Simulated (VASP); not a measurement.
# C (Fd-3m) in VASP: relaxation of cell and atoms with PBE+D3(BJ)

Aim: the relaxation of cell and atoms of C with PBE+D3(BJ).

Program: VASP 6.6.1. These are calculated values, not measurements. Logs are shortened: lines on timing, memory, paths and dates and some standing lists are left out, and cuts for length are marked.

## Step 1: The cell of the first run

It takes space group Fd-3m (No. 227, cubic). The conventional cell has a = 3.567 Å, b = 3.567 Å, c = 3.567 Å, α = 90.00°, β = 90.00°, γ = 90.00°. C (site symmetry -43m) has 4 C at 1.54 Å within 2.1 Å.

## Step 2: Relaxation of cell and atoms, PBE+D3(BJ)

INCAR

```
SYSTEM = C
PREC     = Accurate       ! precision mode
ENCUT    = 600            ! plane-wave cutoff, eV
EDIFF    = 1E-7           ! SCF threshold, eV
ISMEAR   = 0              ! smearing method
SIGMA    = 0.02           ! smearing width, eV
LREAL    = .False.        ! projectors in reciprocal space
LASPH    = .True.         ! aspherical terms in the spheres
NELM     = 120            ! most SCF steps
ALGO     = Normal         ! electronic algorithm
ISIF     = 3              ! what is computed and relaxed
LWAVE    = .False.        ! write WAVECAR
LCHARG   = .False.        ! write CHGCAR
GGA      = PE             ! functional
IVDW     = 12             ! dispersion correction
IBRION   = 2              ! ionic algorithm
NSW      = 100            ! ionic steps
EDIFFG   = -0.002         ! ionic threshold
GGA_COMPAT= .False.      
NELMIN   = 4
```

KPOINTS

```
regular mesh
0
Gamma
  12 12 12
  0 0 0
```

POSCAR

```
C
1.0
    0.0000000000      1.7834000000      1.7834000000
    1.7834000000      0.0000000000      1.7834000000
    1.7834000000      1.7834000000      0.0000000000
C
2
Direct
    0.5000000000      0.5000000000      0.5000000000
    0.7500000000      0.7500000000      0.7500000000
```

Potentials or basis: VASP PAW PBE potentials, release 64 (C).

Command:

```console
$ cat potpaw_PBE.64/C/POTCAR > POTCAR
$ mpirun -np 1 vasp_std > vasp.out
```

OUTCAR:

```text
SYSTEM = C
   PREC = Accurate
   ENCUT = 600
   EDIFF = 1E-7
   ISMEAR = 0
   LREAL = .False.
   LASPH = .True.
   NELM = 120
   ISIF = 3
   GGA = PE
   IVDW = 12
   IBRION = 2
   NSW = 100
   EDIFFG = -0.002
   NELMIN = 4
 IVDW          = 12

 ion  position               nearest neighbor table
   1  0.500  0.500  0.500-   2 1.54   2 1.54   2 1.54   2 1.54
   2  0.750  0.750  0.750-   1 1.54   1 1.54   1 1.54   1 1.54

  LATTYP: Found a face centered cubic cell.
 ALAT       =     3.5668000000

  Lattice vectors:

 A1 = (   0.0000000000,   1.7834000000,   1.7834000000)
 A2 = (   1.7834000000,   0.0000000000,   1.7834000000)
 A3 = (   1.7834000000,   1.7834000000,   0.0000000000)

Analysis of symmetry for initial positions (statically):
=====================================================================
 Subroutine PRICEL returns:
 Original cell was already a primitive cell.

 Routine SETGRP: Setting up the symmetry group for a
 face centered cubic supercell.

 Subroutine GETGRP returns: Found 48 space group operations
 (whereof 24 operations were pure point group operations)
 out of a pool of 48 trial point group operations.

The static configuration has the point symmetry T_d .
 The point group associated with its full space group is O_h .

Analysis of symmetry for dynamics (positions and initial velocities):
=====================================================================
 Subroutine PRICEL returns:
 Original cell was already a primitive cell.

 Routine SETGRP: Setting up the symmetry group for a
 face centered cubic supercell.

 Subroutine GETGRP returns: Found 48 space group operations
 (whereof 24 operations were pure point group operations)
 out of a pool of 48 trial point group operations.

The dynamic configuration has the point symmetry T_d .
 The point group associated with its full space group is O_h .

 Subroutine INISYM returns: Found 48 space group operations
 (whereof 24 operations are pure point group operations),
 and found     1 'primitive' translations

----------------------------------------------------------------------------------------

                                     Primitive cell

  volume of cell :      11.3443

  direct lattice vectors                    reciprocal lattice vectors
     0.000000000  1.783400000  1.783400000    -0.280363351  0.280363351  0.280363351
     1.783400000  0.000000000  1.783400000     0.280363351 -0.280363351  0.280363351
     1.783400000  1.783400000  0.000000000     0.280363351  0.280363351 -0.280363351

  length of vectors
     2.522108467  2.522108467  2.522108467     0.485603568  0.485603568  0.485603568

  position of ions in fractional coordinates (direct lattice)
     0.500000000  0.500000000  0.500000000
     0.750000000  0.750000000  0.750000000

  ion indices of the primitive-cell ions
   primitive index   ion index
                 1           1
                 2           2

----------------------------------------------------------------------------------------

 KPOINTS: regular mesh

Automatic generation of k-mesh.
 Grid dimensions read from file:
 generate k-points for:   12   12   12

 Generating k-lattice:

  Cartesian coordinates                     Fractional coordinates (reciprocal lattice)
    -0.023363613  0.023363613  0.023363613     0.083333333  0.000000000  0.000000000
     0.023363613 -0.023363613  0.023363613     0.000000000  0.083333333  0.000000000
     0.023363613  0.023363613 -0.023363613     0.000000000  0.000000000  0.083333333

  Length of vectors
     0.040466964  0.040466964  0.040466964

  Shift w.r.t. Gamma in fractional coordinates (k-lattice)
     0.000000000  0.000000000  0.000000000

 Subroutine IBZKPT returns following result:
 ===========================================

 Found     72 irreducible k-points:

 Following reciprocal coordinates:
            Coordinates               Weight
  0.000000  0.000000  0.000000      1.000000
  0.083333  0.000000  0.000000      8.000000
  0.166667  0.000000  0.000000      8.000000
  0.250000  0.000000  0.000000      8.000000
  0.333333  0.000000  0.000000      8.000000
  0.416667  0.000000  0.000000      8.000000
[... 16 lines left out ...]
  0.500000  0.166667  0.000000     24.000000
 -0.416667  0.166667  0.000000     24.000000
 [... further k-points ...]
   k-points           NKPTS =     72   k-points in BZ     NKDIM =     72   number of bands    NBANDS=      8
   number of dos      NEDOS =    301   number of ions     NIONS =      2
   total plane-waves  NPLWV =   8000
   dimension x,y,z NGX =    20 NGY =   20 NGZ =   20
   dimension x,y,z NGXF=    40 NGYF=   40 NGZF=   40
   ions per type =               2
   NGX,Y,Z   is equivalent  to a cutoff of  13.18, 13.18, 13.18 a.u.
   NGXF,Y,Z  is equivalent  to a cutoff of  26.37, 26.37, 26.37 a.u.
 SYSTEM =  C
   PREC   = accura    normal or accurate (medium, high low for compatibility)
   ISTART =      0    job   : 0-new  1-cont  2-samecut
   ICHARG =      2    charge: 1-file 2-atom 10-const
   ISPIN  =      1    spin polarized calculation?
   LNONCOLLINEAR =      F non collinear calculations
   LSORBIT =      F    spin-orbit coupling
   LASPH  =      T    aspherical Exc in radial PAW
   ENCUT  =  600.0 eV  44.10 Ry    6.64 a.u.   5.04  5.04  5.04*2*pi/ulx,y,z
   NELM   =    120;   NELMIN=  4; NELMDL= -5     # of ELM steps
   EDIFF  = 0.1E-06   stopping-criterion for ELM
   LREAL  =      F    real-space projection
   EDIFFG = -.2E-02   stopping-criterion for IOM
   NSW    =    100    number of steps for IOM
   IBRION =      2    ionic relax: 0-MD 1-quasi-New 2-CG
   NFREE  =      1    steps in history (QN), initial steepest desc. (CG)
   ISIF   =      3    stress and relaxation
   ISYM   =      2    0-nonsym 1-usesym 2-fastsym
   POTIM  = 0.5000    time-step for ionic-motion
   TEBEG  =    0.0;   TEEND  =   0.0 temperature during run
   PSTRESS=    0.0 pullay stress
   NELECT =       8.0000    total number of electrons
   NUPDOWN=      -1.0000    fix difference up-down
   EMIN   =  10.00;   EMAX   =-10.00  energy-range for DOS
   EFERMI =   0.00;   METHOD = LEGACY
   ISMEAR =     0;   SIGMA  =   0.02  broadening in eV -4-tet -1-fermi 0-gaus
   EFERMI_NEDOS =   21; number of points for ismear=-14 and -15
   IALGO  =     38    algorithm
   IMIX   =      4    mixing-type and parameters
     AMIX     =   0.40;   BMIX     =  1.00
     AMIX_MAG =   1.60;   BMIX_MAG =  1.00
  volume/ion in A,a.u.               =       5.67        38.28
  Fermi-wavevector in a.u.,A,eV,Ry     =   1.457178  2.753668 28.890189  2.123369
  Thomas-Fermi vector in A             =   2.574010
   LORBIT       =      0    0 simple, 1 ext, 2 COOP (PROOUT), +10 PAW based schemes
   GGA     = PE    functional components
   LHFCALC =     F    Hartree Fock is set to
   AEXX    =    0.0000 exact exchange contribution
   IVDW    =    12    specifies the selected vdW correction
   LEPSILON=     F    determine dielectric tensor
   LRPA    =     F    only Hartree local field effects (RPA)
 conjugate gradient relaxation of ions
 non-spin polarized calculation
 Gauss-broadening in eV      SIGMA  =   0.02
  energy-cutoff  :      600.00
  volume of cell :       11.34
 maximum number of plane-waves:       388
   NGX =  9   NGY =  9   NGZ =  9

--------------------------------------- Ionic step        1  -------------------------------------------

 number of electron       7.9999999 magnetization

 Free energy of the ion-electron system (eV)
  ---------------------------------------------------
  ext. energy  EPLUGINS =         0.00000000
  ---------------------------------------------------
  free energy    TOTEN  =       -18.19009626 eV

  energy without entropy =      -18.19009626  energy(sigma->0) =      -18.19009626

------------------------ aborting loop because EDIFF is reached ----------------------------------------

 Edisp (eV)   -0.38258

 E8    (eV) :    -0.1101

  FORCE on cell =-STRESS in cart. coord.  units (eV):
  Direction    XX          YY          ZZ          XY          YZ          ZX
  --------------------------------------------------------------------------------------
  -------------------------------------------------------------------------------------
  Total      -0.25666    -0.25666    -0.25666    -0.00000     0.00000    -0.00000
  in kB     -36.24823   -36.24823   -36.24823    -0.00000     0.00000    -0.00000
  external pressure =      -36.25 kB  Pullay stress =        0.00 kB
[... 21 lines left out ...]
  energy  without entropy=      -18.5726774841  energy(sigma->0) =      -18.57267748

--------------------------------------- Ionic step        2  -------------------------------------------

 number of electron       7.9999999 magnetization

 E-fermi :  10.1078     XC(G=0): -13.3442

 val. band max:        9.9990526739   @ k =   0.0000   0.0000   0.0000
 cond. band min:      14.1950544371   @ k =   0.3333   0.3333   0.0000
 fundamental gap:      4.1960017632
 Fermi energy:        10.1078210037

 k-point     1 :       0.0000    0.0000    0.0000
  band No.  band energies     occupation
      1     -11.7287      2.00000
      2       9.9991      2.00000
      3       9.9991      2.00000
      4       9.9991      2.00000
      5      15.6405      0.00000
      6      15.6405      0.00000
      7      15.6405      0.00000
      8      23.7588      0.00000
[... 290 lines left out ...]
  energy  without entropy=      -18.5721085950  energy(sigma->0) =      -18.57210860

--------------------------------------- Ionic step        3  -------------------------------------------

 number of electron       7.9999999 magnetization

 Free energy of the ion-electron system (eV)
  ---------------------------------------------------
  ext. energy  EPLUGINS =         0.00000000
  ---------------------------------------------------
  free energy    TOTEN  =       -18.18797938 eV

  energy without entropy =      -18.18797938  energy(sigma->0) =      -18.18797938

 E-fermi :   9.9297     XC(G=0): -13.2924

 val. band max:        9.8487994337   @ k =   0.0000   0.0000   0.0000
 cond. band min:      14.0212272253   @ k =   0.3333   0.3333   0.0000
 fundamental gap:      4.1724277916
 Fermi energy:         9.9296605098

 k-point     1 :       0.0000    0.0000    0.0000
  band No.  band energies     occupation
      1     -11.7394      2.00000
      2       9.8488      2.00000
      3       9.8488      2.00000
      4       9.8488      2.00000
      5      15.4619      0.00000
      6      15.4619      0.00000
      7      15.4619      0.00000
      8      23.3707      0.00000
[... 286 lines left out ...]
  FREE ENERGIE OF THE ION-ELECTRON SYSTEM (eV)
  ---------------------------------------------------
  free  energy   TOTEN  =       -18.5737547683 eV

  energy  without entropy=      -18.5737547683  energy(sigma->0) =      -18.57375477

 reached required accuracy - stopping structural energy minimisation
```

Run time: 8.9 s. Hardware: 1 thread of AMD EPYC 9R45 (Zen 5), shared host; peak memory 0.1 GiB.

What came out:

* Free energy: -18.5738 eV
* Relaxed volume: 5.62 Å³/atom
* Relaxed cell: a = 2.515 Å, b = 2.515 Å, c = 2.515 Å, α = 60.00°, β = 60.00°, γ = 60.00°
* Space group after relaxing (to 0.05 Å): Fd-3m (No. 227)
* Energy gained by relaxing: 0.5 meV/atom
* Ionic steps: 3
* Pressure after relaxing: 0.0 GPa
* Band gap on the k mesh: 4.17 eV, indirect (least direct gap 5.61 eV)
* Dispersion energy per atom: -0.193 eV

The path:
```
step  energy change (eV)  largest force (eV/Å)  pressure (GPa)  volume (Å³)
   1              0.0000                0.0000           -3.62        11.34
   2              0.0006                0.0000            4.63        11.13
   3             -0.0011                0.0000            0.00        11.25
```

Final structure:
```cif
data_structure
_symmetry_space_group_name_H-M 'P 1'
_symmetry_Int_Tables_number 1
_cell_length_a 2.5151
_cell_length_b 2.5151
_cell_length_c 2.5151
_cell_angle_alpha 60.000
_cell_angle_beta 60.000
_cell_angle_gamma 60.000
_cell_volume 11.25
loop_
_atom_site_label
_atom_site_type_symbol
_atom_site_fract_x
_atom_site_fract_y
_atom_site_fract_z
_atom_site_occupancy
C1 C 0.50000 0.50000 0.50000 1
C2 C 0.75000 0.75000 0.75000 1
```
